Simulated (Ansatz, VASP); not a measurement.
# One calculation of NaF, two programs

File POSCAR:

```
NaF
1.0
    0.0000000000      2.3200000000      2.3200000000
    2.3200000000      0.0000000000      2.3200000000
    2.3200000000      2.3200000000      0.0000000000
Na F
1 1
Direct
    0.0000000000      0.0000000000      0.0000000000
    0.5000000000      0.5000000000      0.5000000000
```

The input INCAR.step1:

```
  PREC = Accurate
  ENCUT = 520
  ISMEAR = 0
  SIGMA = 0.01
  LREAL = F
  LASPH = T
  NELM = 60
  NBANDS = 14
  GGA = PE
  ALGO = Normal
  EDIFF = 1E-4
  LWAVE = T
  LCHARG = F
```

The input INCAR.step2:

```
  PREC = Accurate
  ENCUT = 520
  EDIFF = 1E-6
  ISMEAR = 0
  SIGMA = 0.01
  LREAL = F
  LASPH = T
  NELM = 60
  ALGO = Normal
  ISIF = 2
  LWAVE = F
  LCHARG = F
  METAGGA = R2SCAN
  LMIXTAU = T
  NBANDS = 14
  ISTART = 1
```

KPOINTS

```
Automatic mesh
0
Gamma
  10 10 10
```

File input.yaml:

```yaml
crystal:
  lattice:
    - [0.0, 2.32, 2.32]
    - [2.32, 0.0, 2.32]
    - [2.32, 2.32, 0.0]
  atoms:
    - { symbol: Na, position: [0.0, 0.0, 0.0] }
    - { symbol: F, position: [0.5, 0.5, 0.5] }
kpoints:
  mp_grid: { grid: [10, 10, 10] }
  band_path:
    path:
      - [0.0, 0.0, 0.0]
      - [0.5, 0.0, 0.5]
      - [0.625, 0.25, 0.625]
      - [0.375, 0.375, 0.75]
      - [0.5, 0.5, 0.5]
      - [0.5, 0.25, 0.75]
    npoints: 1
hamiltonian:
  xc: r2scan
scf:
  occupations: { method: fixed }
  n_extra_bands: 4
output:
  forces: true
  stress: true
  eigenvalues: true
```

Alike in both runs: functional r2SCAN; k mesh 10 × 10 × 10; no spin polarisation.

|  | VASP | Ansatz |
| --- | --- | --- |
| version | VASP 6.6.1 | Ansatz 0.2.0 |
| potentials or method | VASP PAW PBE potentials, release 64 (Na_pv, F) | Ansatz PAW |
| plane-wave cutoff (eV) | 520 | 500 |
| occupations | gaussian, width 0.01 eV | fixed |
| valence electrons in the cell | 14 | 16 |
| task | single point | band structure |

|  | VASP | Ansatz | Ansatz less VASP |
| --- | --- | --- | --- |
| gap on the k mesh at the Fermi level (eV) | 7.15 | 7.11 | -0.037 |
| least direct gap on the mesh (eV) | 7.15 | 7.11 | -0.037 |
| pressure (GPa) | -2.0 | -1.5 | +0.51 |

VASP's potentials were made for PBE, not for r2SCAN. VASP's potentials hold 14 valence electrons a cell and Ansatz's 16, so a difference there can come from the potentials and not from the codes.
